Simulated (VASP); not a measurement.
# Ge (Imma) in VASP: single point with PBE

Aim: the single point of Ge with PBE.

All numbers are computed with VASP 6.6.1; they aren't measurements. Logs are shortened: lines on timing, memory, paths and dates and some standing lists are left out, and cuts for length are marked.

### Step 1. The cell of the first run

It takes space group Imma (No. 74, orthorhombic). The conventional cell has a = 4.992 Å, b = 5.302 Å, c = 2.874 Å, α = 90.00°, β = 90.00°, γ = 90.00°. Ge (site symmetry mm2) has 8 Ge at 2.68 to 3.08 Å within 3.5 Å.

### Step 2. Single point, PBE

INCAR reads:

```
SYSTEM = Ge
ALGO = Normal
EDIFF = 1E-7
ENCUT = 520
GGA = PE
ISIF = 2
ISMEAR = 0
LASPH = .TRUE.
LCHARG = .FALSE.
LREAL = .FALSE.
LWAVE = .FALSE.
NBANDS = 21
NELM = 100
PREC = Accurate
SIGMA = 0.15
```

KPOINTS reads:

```
k-points
0
G
  20 20 20
  0 0 0
```

POSCAR reads:

```
Ge
1.0
   -2.4958980000      2.6508630000      1.4369470000
    2.4958980000     -2.6508630000      1.4369470000
    2.4958980000      2.6508630000     -1.4369470000
Ge
2
Direct
    0.1859430000      0.9359430000      0.2500000000
    0.8140570000      0.0640570000      0.7500000000
```

Potentials or basis: VASP PAW PBE potentials, release 64 (Ge_d).

Command:

```console
$ cat potpaw_PBE.64/Ge_d/POTCAR > POTCAR
$ mpirun -np 1 vasp_std > vasp.out
```

OUTCAR:

```text
SYSTEM = Ge
   EDIFF = 1E-7
   ENCUT = 520
   GGA = PE
   ISIF = 2
   ISMEAR = 0
   LASPH = .TRUE.
   LREAL = .FALSE.
   NELM = 100
   PREC = Accurate

 ion  position               nearest neighbor table
   1  0.186  0.936  0.250-   2 2.68   2 2.68   2 2.72   2 2.72
   2  0.814  0.064  0.750-   1 2.68   1 2.68   1 2.72   1 2.72

  LATTYP: Found a body centered orthorhombic cell.
 ALAT       =     2.8738940000
 B/A-ratio  =     1.7369450648
 C/A-ratio  =     1.8447882907

  Lattice vectors:

 A1 = (   2.4958980000,  -2.6508630000,   1.4369470000)
 A2 = (  -2.4958980000,  -2.6508630000,  -1.4369470000)
 A3 = (   2.4958980000,   2.6508630000,  -1.4369470000)

Analysis of symmetry for initial positions (statically):
=====================================================================
 Subroutine PRICEL returns:
 Original cell was already a primitive cell.

 Routine SETGRP: Setting up the symmetry group for a
 body centered orthorhombic supercell.

 Subroutine GETGRP returns: Found  8 space group operations
 (whereof  4 operations were pure point group operations)
 out of a pool of  8 trial point group operations.

The static configuration has the point symmetry C_2h.
 The point group associated with its full space group is D_2h.

Analysis of symmetry for dynamics (positions and initial velocities):
=====================================================================
 Subroutine PRICEL returns:
 Original cell was already a primitive cell.

 Routine SETGRP: Setting up the symmetry group for a
 body centered orthorhombic supercell.

 Subroutine GETGRP returns: Found  8 space group operations
 (whereof  4 operations were pure point group operations)
 out of a pool of  8 trial point group operations.

The dynamic configuration has the point symmetry C_2h.
 The point group associated with its full space group is D_2h.

 Subroutine INISYM returns: Found  8 space group operations
 (whereof  4 operations are pure point group operations),
 and found     1 'primitive' translations

----------------------------------------------------------------------------------------

                                     Primitive cell

  volume of cell :      38.0290

  direct lattice vectors                    reciprocal lattice vectors
    -2.495898000  2.650863000  1.436947000     0.000000000  0.188617820  0.347959946
     2.495898000 -2.650863000  1.436947000     0.200328699  0.000000000  0.347959946
     2.495898000  2.650863000 -1.436947000     0.200328699  0.188617820  0.000000000

  length of vectors
     3.914255760  3.914255760  3.914255760     0.395793893  0.401506801  0.275151358

  position of ions in fractional coordinates (direct lattice)
     0.185943000  0.935943000  0.250000000
     0.814057000  0.064057000  0.750000000

  ion indices of the primitive-cell ions
   primitive index   ion index
                 1           1
                 2           2

----------------------------------------------------------------------------------------

 KPOINTS: k-points

Automatic generation of k-mesh.
 Grid dimensions read from file:
 generate k-points for:   20   20   20

 Generating k-lattice:

  Cartesian coordinates                     Fractional coordinates (reciprocal lattice)
     0.000000000  0.009430891  0.017397997     0.050000000  0.000000000  0.000000000
     0.010016435  0.000000000  0.017397997     0.000000000  0.050000000  0.000000000
     0.010016435  0.009430891  0.000000000     0.000000000  0.000000000  0.050000000

  Length of vectors
     0.019789695  0.020075340  0.013757568

  Shift w.r.t. Gamma in fractional coordinates (k-lattice)
     0.000000000  0.000000000  0.000000000

 Subroutine IBZKPT returns following result:
 ===========================================

 Found   1166 irreducible k-points:

 Following reciprocal coordinates:
            Coordinates               Weight
  0.000000  0.000000  0.000000      1.000000
  0.050000  0.000000 -0.000000      4.000000
  0.100000  0.000000 -0.000000      4.000000
  0.150000 -0.000000  0.000000      4.000000
  0.200000  0.000000 -0.000000      4.000000
  0.250000  0.000000 -0.000000      4.000000
[... 16 lines left out ...]
 -0.450000  0.050000  0.000000      8.000000
 -0.400000  0.050000  0.000000      8.000000
 [... further k-points ...]
   k-points           NKPTS =   1166   k-points in BZ     NKDIM =   1166   number of bands    NBANDS=     21
   number of dos      NEDOS =    301   number of ions     NIONS =      2
   total plane-waves  NPLWV =  27000
   dimension x,y,z NGX =    30 NGY =   30 NGZ =   30
   dimension x,y,z NGXF=    60 NGYF=   60 NGZF=   60
   ions per type =               2
   NGX,Y,Z   is equivalent  to a cutoff of  12.74, 12.74, 12.74 a.u.
   NGXF,Y,Z  is equivalent  to a cutoff of  25.48, 25.48, 25.48 a.u.
 SYSTEM =  Ge
   PREC   = accura    normal or accurate (medium, high low for compatibility)
   ISTART =      0    job   : 0-new  1-cont  2-samecut
   ICHARG =      2    charge: 1-file 2-atom 10-const
   ISPIN  =      1    spin polarized calculation?
   LNONCOLLINEAR =      F non collinear calculations
   LSORBIT =      F    spin-orbit coupling
   LASPH  =      T    aspherical Exc in radial PAW
   ENCUT  =  520.0 eV  38.22 Ry    6.18 a.u.   7.28  7.28  7.28*2*pi/ulx,y,z
   NELM   =    100;   NELMIN=  2; NELMDL= -5     # of ELM steps
   EDIFF  = 0.1E-06   stopping-criterion for ELM
   LREAL  =      F    real-space projection
   EDIFFG = 0.1E-05   stopping-criterion for IOM
   NSW    =      0    number of steps for IOM
   IBRION =     -1    ionic relax: 0-MD 1-quasi-New 2-CG
   NFREE  =      0    steps in history (QN), initial steepest desc. (CG)
   ISIF   =      2    stress and relaxation
   ISYM   =      2    0-nonsym 1-usesym 2-fastsym
   POTIM  = 0.5000    time-step for ionic-motion
   TEBEG  =    0.0;   TEEND  =   0.0 temperature during run
   PSTRESS=    0.0 pullay stress
   NELECT =      28.0000    total number of electrons
   NUPDOWN=      -1.0000    fix difference up-down
   EMIN   =  10.00;   EMAX   =-10.00  energy-range for DOS
   EFERMI =   0.00;   METHOD = LEGACY
   ISMEAR =     0;   SIGMA  =   0.15  broadening in eV -4-tet -1-fermi 0-gaus
   EFERMI_NEDOS =   21; number of points for ismear=-14 and -15
   IALGO  =     38    algorithm
   IMIX   =      4    mixing-type and parameters
     AMIX     =   0.40;   BMIX     =  1.00
     AMIX_MAG =   1.60;   BMIX_MAG =  1.00
  volume/ion in A,a.u.               =      19.01       128.32
  Fermi-wavevector in a.u.,A,eV,Ry     =   1.478277  2.793539 29.732860  2.185304
  Thomas-Fermi vector in A             =   2.592578
   LORBIT       =      0    0 simple, 1 ext, 2 COOP (PROOUT), +10 PAW based schemes
   GGA     = PE    functional components
   LHFCALC =     F    Hartree Fock is set to
   AEXX    =    0.0000 exact exchange contribution
   IVDW    =     0    specifies the selected vdW correction
   LEPSILON=     F    determine dielectric tensor
   LRPA    =     F    only Hartree local field effects (RPA)
 non-spin polarized calculation
 Gauss-broadening in eV      SIGMA  =   0.15
  energy-cutoff  :      520.00
  volume of cell :       38.03
 maximum number of plane-waves:      1048
 NGX is ok and might be reduce to    30
   NGX = 15   NGY = 15   NGZ = 15

 number of electron      28.0000014 magnetization

 Free energy of the ion-electron system (eV)
  ---------------------------------------------------
  ext. energy  EPLUGINS =         0.00000000
  ---------------------------------------------------
  free energy    TOTEN  =        -8.56288338 eV

  energy without entropy =       -8.55324896  energy(sigma->0) =       -8.55806617

 E-fermi :   6.5200     XC(G=0): -11.1907

 val. band max:        6.5182105752   @ k =   0.2500   0.3000  -0.0000
 cond. band min:       6.5211967242   @ k =   0.3000   0.1000   0.0000
 fundamental gap:      0.0029861491
 Fermi energy:         6.5200236170

 k-point     1 :       0.0000    0.0000    0.0000
  band No.  band energies     occupation
      1     -18.2245      2.00000
      2     -18.1492      2.00000
      3     -18.1474      2.00000
      4     -18.1432      2.00000
      5     -18.1112      2.00000
      6     -18.0732      2.00000
[... 13 lines left out ...]
     20      17.2449      0.00000
     21      19.1755      0.00000

 k-point     2 :       0.0500    0.0000   -0.0000
  band No.  band energies     occupation
      1     -18.2226      2.00000
      2     -18.1477      2.00000
      3     -18.1433      2.00000
      4     -18.1420      2.00000
      5     -18.1118      2.00000
      6     -18.0740      2.00000
[... 13 lines left out ...]
     20      17.5645      0.00000
     21      18.8670      0.00000

 k-point     3 :       0.1000    0.0000   -0.0000
  band No.  band energies     occupation
      1     -18.2170      2.00000
      2     -18.1416      2.00000
      3     -18.1384      2.00000
      4     -18.1332      2.00000
      5     -18.1132      2.00000
      6     -18.0761      2.00000
[... 13 lines left out ...]
     20      17.3186      0.00000
     21      18.6215      0.00000

 k-point     4 :       0.1500   -0.0000    0.0000
  band No.  band energies     occupation
      1     -18.2083      2.00000
      2     -18.1328      2.00000
      3     -18.1312      2.00000
      4     -18.1187      2.00000
      5     -18.1153      2.00000
      6     -18.0787      2.00000
[... 13 lines left out ...]
     20      16.2886      0.00000
     21      18.6428      0.00000

 k-point     5 :       0.2000    0.0000   -0.0000
  band No.  band energies     occupation
      1     -18.1971      2.00000
      2     -18.1262      2.00000
      3     -18.1186      2.00000
      4     -18.1167      2.00000
      5     -18.1011      2.00000
      6     -18.0799      2.00000
[... 13 lines left out ...]
     20      15.4196      0.00000
     21      18.6993      0.00000
[... 382 lines left out ...]
     20      17.5986      0.00000
     21      18.3541      0.00000

 k-point    22 :       0.5000    0.0500   -0.0000
  band No.  band energies     occupation
      1     -18.1344      2.00000
      2     -18.1154      2.00000
      3     -18.1063      2.00000
      4     -18.1010      2.00000
      5     -18.0868      2.00000
      6     -18.0686      2.00000
[... 13 lines left out ...]
     20      17.5834      0.00000
     21      18.2871      0.00000

 k-point    23 :      -0.4500    0.0500    0.0000
  band No.  band energies     occupation
      1     -18.1402      2.00000
      2     -18.1190      2.00000
      3     -18.1010      2.00000
      4     -18.0924      2.00000
      5     -18.0885      2.00000
      6     -18.0724      2.00000
[... 13 lines left out ...]
     20      16.8400      0.00000
     21      18.9984      0.00000

 k-point    24 :      -0.4000    0.0500    0.0000
  band No.  band energies     occupation
      1     -18.1500      2.00000
      2     -18.1219      2.00000
      3     -18.0983      2.00000
      4     -18.0920      2.00000
      5     -18.0813      2.00000
      6     -18.0734      2.00000
[... 13 lines left out ...]
     20      15.5860      0.00000
     21      19.9089      0.00000

 [... further k-points ...]
[... 5 lines left out ...]
  --------------------------------------------------------------------------------------
  -------------------------------------------------------------------------------------
  Total        0.3984625      0.1458471      0.2701905      0.0000000     -0.0000000      0.0000000
  in kB       16.7873888      6.1445982     11.3832355      0.0000000     -0.0000000      0.0000000
  external PRESSURE =      11.4384075 kB  Pullay stress =       0.0000000 kB

 VOLUME and BASIS-vectors are now :
 -----------------------------------------------------------------------------
  energy-cutoff  :      520.00
  volume of cell :       38.03
      direct lattice vectors                 reciprocal lattice vectors
    -2.495898000  2.650863000  1.436947000     0.000000000  0.188617820  0.347959946
     2.495898000 -2.650863000  1.436947000     0.200328699  0.000000000  0.347959946
     2.495898000  2.650863000 -1.436947000     0.200328699  0.188617820  0.000000000

 POSITION                                       TOTAL-FORCE (eV/Angst)
 -----------------------------------------------------------------------------------
      2.49590     -1.32543      1.25285         0.000000     -0.000000     -0.045723
      0.00000      3.97629      0.18409        -0.000000      0.000000      0.045723
 -----------------------------------------------------------------------------------
    total drift:                                0.000000      0.000000     -0.000000

  FREE ENERGIE OF THE ION-ELECTRON SYSTEM (eV)
  ---------------------------------------------------
  free  energy   TOTEN  =        -8.5628833804 eV

  energy  without entropy=       -8.5532489582  energy(sigma->0) =       -8.55806617
```

It took 8.1 min on 1 thread of AMD EPYC 9R45 (Zen 5), shared host; peak memory 0.73 GiB.

What came out:

* Free energy: -8.5629 eV
* Pressure: 1.1 GPa
* Largest force: 0.046 eV/Å
* Band gap on the k mesh: zero (bands 14 and 15 overlap by 5.76 eV)

Forces in eV/Å, atoms in the order of the input:
```
Ge   0.000  0.000 -0.046
Ge   0.000  0.000  0.046
```

Stress tensor (GPa, compression positive):
```
1.68 0.00 0.00
0.00 0.61 0.00
0.00 0.00 1.14
```
